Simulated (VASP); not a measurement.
I, 2 atoms in the cell. It takes space group P6_3/mmc (No. 194, hexagonal). Conventional cell: a = 3.246 Å, b = 3.246 Å, c = 7.114 Å, α = 90.00°, β = 90.00°, γ = 120.00°. Within 4.3 Å of I (site symmetry -6m2) lie 12 I at 3.25 to 4.02 Å. 

```yaml
Program: VASP 6.6.1
Task: single point
Functional: PBE
Potentials_or_basis: VASP PAW PBE potentials, release 64 (I)
Cutoff: 520 eV
k_mesh: 8 × 8 × 4
Occupations: fermi-dirac, width 0.02 eV
Spin: no spin polarisation
Dipole_correction: no
Further_INCAR_settings: ALGO = Normal; EDIFF = 1e-06; NBANDS = 14
```

Potentials or basis: VASP PAW PBE potentials, release 64 (I).

Launch:

```sh
$ cat potpaw_PBE.64/I/POTCAR > POTCAR
$ mpirun -np 1 vasp_std > vasp.out
```

Hardware: 1 thread of Intel Xeon 8259CL, with other jobs on the host.

Estimate the wall time of this run.

Wall time 25 s on 1 thread of Intel Xeon 8259CL (shared host), peak memory 0.18 GiB. Counts: scf iterations 11, k points 30.
